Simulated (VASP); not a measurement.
Write the native input for VASP 6.6.1 that does the following.

* Task: single point
* Functional: PBEsol
* Potentials or basis: VASP PAW PBE potentials, release 64 (Ta_pv, K_sv)
* Cutoff: 520 eV
* k mesh: 6 × 6 × 1
* Occupations: gaussian, width 0.1 eV
* Spin: no spin polarisation
* Dipole correction: yes
* Further INCAR settings: ALGO = Normal; EDIFF = 1e-06; NBANDS = 46

The structure of KTa6 lies in POSCAR:

```
KTa6
1.0
    4.6392671641      0.0000000000      0.0000000000
   -2.3196335820      4.0177232190      0.0000000000
    0.0000000000      0.0000000000     19.9438808521
Ta K
6 1
Direct
    0.6666666667      0.3333333333      0.2005627706
    0.3333333333      0.6666666667      0.2480453269
    0.0000000000      0.0000000000      0.2955278831
    0.6666666667      0.3333333333      0.3400187729
    0.3333333333      0.6666666667      0.3814681516
    0.0000000000      0.0000000000      0.4233820346
    0.0000000000      0.4444444444      0.5574206574
```

These files were run (other wordings do the same):

INCAR

```
SYSTEM = KTa6
PREC = Accurate
ENCUT = 520
EDIFF = 1E-6
ISMEAR = 0
SIGMA = 0.1
LREAL = .False.
LASPH = .True.
NELM = 80
ALGO = Normal
ISIF = 2
LWAVE = .False.
LCHARG = .False.
LDIPOL = .True.
IDIPOL = 3
DIPOL = 0.5 0.5 0.349
GGA = PS
NBANDS = 46
```

KPOINTS

```
regular mesh
0
Gamma
  6 6 1
  0 0 0
```

Potentials or basis: VASP PAW PBE potentials, release 64 (Ta_pv, K_sv).

Command:

```sh
$ cat potpaw_PBE.64/Ta_pv/POTCAR potpaw_PBE.64/K_sv/POTCAR > POTCAR
$ mpirun -np 1 vasp_std > vasp.out
```

It gave:

- Largest force: 1.831 eV/Å
- Band gap on the k mesh: zero (an odd number of electrons rules out a gap without spin polarisation)

Caveat: the PAW data sets were made with another functional, which shifts forces and pressure a little; spin-orbit coupling is left out, which moves the levels of the heavy elements.

It took 20 min on 1 thread of Oxide Virtual Turin-like Processor, on a shared host, peak memory 0.58 GiB.
